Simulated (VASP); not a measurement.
# SnO2 in VASP: a series of runs, part 2 of 2

VASP 6.6.1. The steps go on from the part before.

## 3. Single point, r2SCAN (strain +0.000 along x and y, +0.030 along z)

Input file POSCAR:

```
SnO2
1.0
    4.7598181121      0.0000000000      0.0000000000
    0.0000000000      4.7600576133      0.0000000000
    0.0000000000      0.0000000000      3.2967320809
Sn O
2 4
Direct
    0.5000000000      0.5000000000      0.5000000000
    0.0000000000      0.0000000000      0.0000000000
    0.3058623571      0.3059582263      0.0000000000
    0.8058623571      0.1940417737      0.5000000000
    0.1941376429      0.8059582263      0.5000000000
    0.6941376429      0.6940417737      0.0000000000
```

Input file INCAR.step1:

```
SYSTEM = SnO2
PREC = Accurate
ENCUT = 520
ISMEAR = 0
SIGMA = 0.05
LREAL = .False.
LASPH = .True.
NELM = 60
NBANDS = 35
GGA = PE
ALGO = Normal
EDIFF = 1E-4
LWAVE = .True.
LCHARG = .False.
```

Input file INCAR.step2:

```
SYSTEM = SnO2
PREC = Accurate
ENCUT = 520
EDIFF = 1E-6
ISMEAR = 0
SIGMA = 0.05
LREAL = .False.
LASPH = .True.
NELM = 60
ALGO = Normal
ISIF = 2
LWAVE = .False.
LCHARG = .False.
METAGGA = R2SCAN
LMIXTAU = .True.
NBANDS = 35
ISTART = 1
```

Input file KPOINTS:

```
Automatic mesh
0
Gamma
  6 6 8
  0 0 0
```

Potentials or basis: VASP PAW PBE potentials, release 64 (Sn_d, O).

Started as:

```console
$ cat potpaw_PBE.64/Sn_d/POTCAR potpaw_PBE.64/O/POTCAR > POTCAR
$ cp INCAR.step1 INCAR
$ mpirun -np 1 vasp_std > vasp.out
$ cp INCAR.step2 INCAR
$ mpirun -np 1 vasp_std > vasp.out
```

OUTCAR:

```text
SYSTEM = SnO2
   PREC = Accurate
   ENCUT = 520
   EDIFF = 1E-6
   ISMEAR = 0
   LREAL = .False.
   LASPH = .True.
   NELM = 60
   ISIF = 2
   METAGGA = R2SCAN
   ISTART = 1

 ion  position               nearest neighbor table
   1  0.500  0.500  0.500-   4 2.06   5 2.06   3 2.10   6 2.10   3 2.10   6 2.10   2 3.75   2 3.75
                             2 3.75   2 3.75   2 3.75   2 3.75   2 3.75   2 3.75
   2  0.000  0.000  0.000-   3 2.06   6 2.06   5 2.10   4 2.10   4 2.10   5 2.10   1 3.75   1 3.75
                             1 3.75   1 3.75   1 3.75   1 3.75   1 3.75   1 3.75
   3  0.306  0.306  0.000-   2 2.06   1 2.10   1 2.10
   4  0.806  0.194  0.500-   1 2.06   2 2.10   2 2.10
   5  0.194  0.806  0.500-   1 2.06   2 2.10   2 2.10
   6  0.694  0.694  0.000-   2 2.06   1 2.10   1 2.10

  LATTYP: Found a simple orthorhombic cell.
 ALAT       =     3.2967320809
 B/A-ratio  =     1.4437988879
 C/A-ratio  =     1.4438715360

  Lattice vectors:

 A1 = (   0.0000000000,   0.0000000000,   3.2967320809)
 A2 = (   4.7598181121,   0.0000000000,   0.0000000000)
 A3 = (   0.0000000000,   4.7600576133,   0.0000000000)

Analysis of symmetry for initial positions (statically):
=====================================================================
 Subroutine PRICEL returns:
 Original cell was already a primitive cell.

 Routine SETGRP: Setting up the symmetry group for a
 simple orthorhombic supercell.

 Subroutine GETGRP returns: Found  8 space group operations
 (whereof  4 operations were pure point group operations)
 out of a pool of  8 trial point group operations.

The static configuration has the point symmetry C_2h.
 The point group associated with its full space group is D_2h.

Analysis of symmetry for dynamics (positions and initial velocities):
=====================================================================
 Subroutine PRICEL returns:
[... 138 lines left out ...]
     AMIX_MAG =   1.60;   BMIX_MAG =  1.00
  volume/ion in A,a.u.               =      12.45        84.01
  Fermi-wavevector in a.u.,A,eV,Ry     =   1.450932  2.741865 28.643054  2.105205
  Thomas-Fermi vector in A             =   2.568488
   LORBIT       =      0    0 simple, 1 ext, 2 COOP (PROOUT), +10 PAW based schemes
   METAGGA = R2SCAN    functional components
   LHFCALC =     F    Hartree Fock is set to
   AEXX    =    0.0000 exact exchange contribution
   IVDW    =     0    specifies the selected vdW correction
   LEPSILON=     F    determine dielectric tensor
   LRPA    =     F    only Hartree local field effects (RPA)
 non-spin polarized calculation
 Gauss-broadening in eV      SIGMA  =   0.05
  energy-cutoff  :      520.00
  volume of cell :       74.69
 maximum number of plane-waves:      2032
 NGX is ok and might be reduce to    36
   NGX = 17   NGY = 17   NGZ = 13

 number of electron      51.9999994 magnetization

 Free energy of the ion-electron system (eV)
  ---------------------------------------------------
  ext. energy  EPLUGINS =         0.00000000
  ---------------------------------------------------
  free energy    TOTEN  =       -84.56562160 eV

  energy without entropy =      -84.56562160  energy(sigma->0) =      -84.56562160

 E-fermi :   5.4258     XC(G=0): -11.8131

 val. band max:        5.2275428500   @ k =   0.0000   0.0000   0.0000
 cond. band min:       6.5772887589   @ k =   0.0000   0.0000   0.0000
 fundamental gap:      1.3497459089
 Fermi energy:         5.4257734293

 k-point     1 :       0.0000    0.0000    0.0000
  band No.  band energies     occupation
      1     -16.4451      2.00000
      2     -15.5485      2.00000
      3     -15.3797      2.00000
      4     -15.3797      2.00000
      5     -15.3673      2.00000
      6     -15.3653      2.00000
[... 901 lines left out ...]
     34      18.1811      0.00000
     35      18.4111      0.00000

 [... further k-points ...]

------------------------ aborting loop because EDIFF is reached ----------------------------------------

  FORCE on cell =-STRESS in cart. coord.  units (eV):
  Direction    XX          YY          ZZ          XY          YZ          ZX
  --------------------------------------------------------------------------------------
  -------------------------------------------------------------------------------------
  Total       -1.6010669     -1.6012250     -5.0935344      0.0000000      0.0000000      0.0000000
  in kB      -34.3426539    -34.3460443   -109.2555755      0.0000000      0.0000000      0.0000000
  external PRESSURE =     -59.3147579 kB  Pullay stress =       0.0000000 kB

 VOLUME and BASIS-vectors are now :
 -----------------------------------------------------------------------------
  energy-cutoff  :      520.00
  volume of cell :       74.69
      direct lattice vectors                 reciprocal lattice vectors
     4.759818112  0.000000000  0.000000000     0.210092062  0.000000000  0.000000000
     0.000000000  4.760057613  0.000000000     0.000000000  0.210081491  0.000000000
     0.000000000  0.000000000  3.296732081     0.000000000  0.000000000  0.303330685

 POSITION                                       TOTAL-FORCE (eV/Angst)
 -----------------------------------------------------------------------------------
      2.37991      2.38003      1.64837        -0.000000     -0.000000      0.000000
      0.00000      0.00000      0.00000        -0.000000     -0.000000      0.000000
      1.45585      1.45638      0.00000         0.096332      0.095872      0.000000
      3.83576      0.92365      1.64837         0.096332     -0.095872      0.000000
      0.92406      3.83641      1.64837        -0.096332      0.095872     -0.000000
      3.30397      3.30368      0.00000        -0.096332     -0.095872     -0.000000
 -----------------------------------------------------------------------------------
    total drift:                                0.000000      0.000000      0.000000

  FREE ENERGIE OF THE ION-ELECTRON SYSTEM (eV)
  ---------------------------------------------------
  free  energy   TOTEN  =       -84.5656215963 eV

  energy  without entropy=      -84.5656215963  energy(sigma->0) =      -84.56562160
```

Wall time 9.2 min (1 thread of Intel Xeon Platinum 8375C at 2.90GHz (Ice Lake), shared host); peak memory 0.3 GiB.

What came out:

```yaml
Free_energy: -84.5656 eV
Pressure: -5.9 GPa
Largest_force: 0.136 eV/Å
Band_gap_on_the_k_mesh: 1.35 eV, direct
```

Forces on the atoms (eV/Å):
```
Sn   0.000  0.000  0.000
Sn   0.000  0.000  0.000
O    0.096  0.096  0.000
O    0.096 -0.096  0.000
O   -0.096  0.096  0.000
O   -0.096 -0.096  0.000
```

Caveat: the cell differs from its parent crystal (strain +0.000 along x and y, +0.030 along z); the PAW data sets were made with another functional, which shifts forces and pressure a little; spin-orbit coupling is left out, which moves the levels of the heavy elements.

## 4. Single point, r2SCAN (strain +0.015 along x and y, +0.000 along z)

POSCAR: that of step 3 with these lines changed.

```diff
@@ -2,5 +2,5 @@
 1.0
-    4.7598181121      0.0000000000      0.0000000000
-    0.0000000000      4.7600576133      0.0000000000
-    0.0000000000      0.0000000000      3.2967320809
+    4.8312153838      0.0000000000      0.0000000000
+    0.0000000000      4.8314584775      0.0000000000
+    0.0000000000      0.0000000000      3.2007107582
 Sn O
```

Input file INCAR.step1:

```
  PREC = Accurate
  ENCUT = 520
  ISMEAR = 0
  SIGMA = 0.05
  LREAL = F
  LASPH = T
  NELM = 100
  NBANDS = 35
  GGA = PE
  ALGO = Normal
  EDIFF = 1E-4
  LWAVE = T
  LCHARG = F
```

Input file INCAR.step2:

```
  PREC = Accurate
  ENCUT = 520
  EDIFF = 1E-6
  ISMEAR = 0
  SIGMA = 0.05
  LREAL = F
  LASPH = T
  NELM = 100
  ALGO = Normal
  ISIF = 2
  LWAVE = F
  LCHARG = F
  METAGGA = R2SCAN
  LMIXTAU = T
  NBANDS = 35
  ISTART = 1
```

Input file KPOINTS:

```
regular mesh
0
Gamma
  6 6 8
```

Started as:

```console
$ cat potpaw_PBE.64/Sn_d/POTCAR potpaw_PBE.64/O/POTCAR > POTCAR
$ cp INCAR.step1 INCAR
$ mpirun -np 1 vasp_std > vasp.out
$ cp INCAR.step2 INCAR
$ mpirun -np 1 vasp_std > vasp.out
```

It took 6.2 min on 1 thread of Intel Xeon Platinum 8375C at 2.90GHz (Ice Lake), shared host; peak memory 0.29 GiB.

Results (log left out):

```
Free energy            : -84.6033 eV
Pressure               : -4.5 GPa
Largest force          : 0.046 eV/Å
Band gap on the k mesh : 1.49 eV, direct
```

Forces in eV/Å, atoms in the order of the input:
```
Sn   0.000  0.000  0.000
Sn   0.000  0.000  0.000
O    0.033  0.032  0.000
O    0.033 -0.032  0.000
O   -0.033  0.032  0.000
O   -0.033 -0.032  0.000
```

Stress tensor (GPa, compression positive):
```
-5.17  0.00  0.00
 0.00 -5.17  0.00
 0.00  0.00 -3.01
```

Levels at points of the mesh, in eV from the valence-band top:
| k point | band 22 | band 23 | band 24 | band 25 | band 26 | band 27 | band 28 | band 29 | band 30 | band 31 |
| --- | --- | --- | --- | --- | --- | --- | --- | --- | --- | --- |
| (0.00, 0.00, 0.00) | -1.20 | -1.20 | -0.77 | -0.77 | 0.00 | 1.49 | 6.66 | 6.98 | 6.98 | 10.91 |
| (0.50, 0.00, 0.00) | -1.94 | -1.15 | -1.15 | -0.62 | -0.62 | 4.69 | 4.69 | 7.73 | 7.73 | 11.46 |
| (0.00, 0.50, 0.00) | -1.94 | -1.15 | -1.15 | -0.62 | -0.62 | 4.69 | 4.69 | 7.74 | 7.74 | 11.46 |
| (0.50, 0.50, 0.00) | -1.89 | -1.27 | -1.27 | -0.92 | -0.92 | 5.15 | 5.15 | 8.06 | 8.06 | 11.53 |
| (0.00, 0.00, 0.50) | -2.57 | -1.59 | -1.59 | -1.23 | -1.23 | 6.52 | 6.52 | 10.25 | 10.25 | 11.49 |
| (0.50, 0.00, 0.50) | -1.69 | -1.07 | -1.07 | -0.74 | -0.74 | 6.77 | 6.77 | 8.51 | 8.51 | 11.78 |
| (0.00, 0.50, 0.50) | -1.69 | -1.07 | -1.07 | -0.74 | -0.74 | 6.77 | 6.77 | 8.51 | 8.51 | 11.78 |
| (0.50, 0.50, 0.50) | -2.42 | -0.94 | -0.94 | -0.84 | -0.84 | 5.19 | 5.19 | 9.48 | 9.48 | 11.71 |

Caveat: the cell differs from its parent crystal (strain +0.015 along x and y, +0.000 along z); the PAW data sets were made with another functional, which shifts forces and pressure a little; spin-orbit coupling is left out, which moves the levels of the heavy elements.

## 5. Single point, r2SCAN (strain +0.000 along x and y, -0.030 along z)

POSCAR: that of step 4 with these lines changed.

```diff
@@ -2,5 +2,5 @@
 1.0
-    4.8312153838      0.0000000000      0.0000000000
-    0.0000000000      4.8314584775      0.0000000000
-    0.0000000000      0.0000000000      3.2007107582
+    4.7598181121      0.0000000000      0.0000000000
+    0.0000000000      4.7600576133      0.0000000000
+    0.0000000000      0.0000000000      3.1046894355
 Sn O
```

Input file INCAR.step1:

```
SYSTEM = SnO2
PREC = Accurate
ENCUT = 520
ISMEAR = 0
SIGMA = 0.05
LREAL = .FALSE.
LASPH = .TRUE.
NELM = 80
NBANDS = 35
GGA = PE
ALGO = Normal
EDIFF = 1E-4
LWAVE = .TRUE.
LCHARG = .FALSE.
```

Input file INCAR.step2:

```
SYSTEM = SnO2
PREC = Accurate
ENCUT = 520
EDIFF = 1E-6
ISMEAR = 0
SIGMA = 0.05
LREAL = .FALSE.
LASPH = .TRUE.
NELM = 80
ALGO = Normal
ISIF = 2
LWAVE = .FALSE.
LCHARG = .FALSE.
METAGGA = R2SCAN
LMIXTAU = .TRUE.
NBANDS = 35
ISTART = 1
```

Input file KPOINTS:

```
Automatic mesh
0
G
  6 6 8
  0 0 0
```

Started as:

```console
$ cat potpaw_PBE.64/Sn_d/POTCAR potpaw_PBE.64/O/POTCAR > POTCAR
$ cp INCAR.step1 INCAR
$ mpirun -np 1 vasp_std > vasp.out
$ cp INCAR.step2 INCAR
$ mpirun -np 1 vasp_std > vasp.out
```

Wall time 12 min (1 thread of Oxide Virtual Turin-like, shared host); peak memory 0.25 GiB.

Results (log left out):

```yaml
Free_energy: -84.5029 eV
Pressure: 9.9 GPa
Largest_force: 0.309 eV/Å
Band_gap_on_the_k_mesh: 2.27 eV, direct
```

Forces on the atoms (eV/Å):
```
Sn   0.000  0.000  0.000
Sn   0.000  0.000  0.000
O   -0.218 -0.218  0.000
O   -0.218  0.218  0.000
O    0.218 -0.218  0.000
O    0.218  0.218  0.000
```

Stress tensor (GPa, compression positive):
```
 6.23  0.00  0.00
 0.00  6.23  0.00
 0.00  0.00 17.18
```

Levels at points of the mesh, in eV from the valence-band top:
```
           k point  band 24  band 25  band 26  band 27  band 28  band 29
(0.00, 0.00, 0.00)    -0.85    -0.85     0.00     2.27     7.43     7.47
(0.50, 0.00, 0.00)    -1.08    -0.68    -0.68     5.40     5.40     8.25
(0.00, 0.50, 0.00)    -1.08    -0.68    -0.68     5.40     5.40     8.25
(0.50, 0.50, 0.00)    -1.19    -1.02    -1.02     5.93     5.93     8.62
(0.00, 0.00, 0.50)    -1.73    -1.32    -1.32     7.31     7.31    10.68
(0.50, 0.00, 0.50)    -1.19    -0.72    -0.72     7.56     7.56     8.96
(0.00, 0.50, 0.50)    -1.19    -0.72    -0.72     7.56     7.56     8.96
(0.50, 0.50, 0.50)    -1.02    -0.94    -0.94     5.84     5.84     9.80
```

Caveat: the cell differs from its parent crystal (strain +0.000 along x and y, -0.030 along z); the PAW data sets were made with another functional, which shifts forces and pressure a little; spin-orbit coupling is left out, which moves the levels of the heavy elements.

## 6. Overview

```tsv
cell	gap on the mesh (eV)	pressure (GPa)	largest force (eV/Å)
a = 4.903, b = 4.903, c = 3.105 Å, 6 atoms	1.67	-2.0	0.05
a = 4.760, b = 4.760, c = 3.297 Å, 6 atoms	1.35	-5.9	0.14
a = 4.831, b = 4.831, c = 3.201 Å, 6 atoms	1.49	-4.5	0.05
a = 4.760, b = 4.760, c = 3.105 Å, 6 atoms	2.27	9.9	0.31
```

Alike in all rows: task single point; level r2SCAN; potentials or basis VASP PAW PBE potentials, release 64 (Sn_d, O); no spin polarisation; k mesh 6 × 6 × 8; cutoff (eV) 520; smearing gaussian 0.05 eV.

Caveats: the PAW data sets were made with another functional, which shifts forces and pressure a little; spin-orbit coupling is left out, which moves the levels of the heavy elements.

Absolute energies hang on the potentials; compare differences alone.
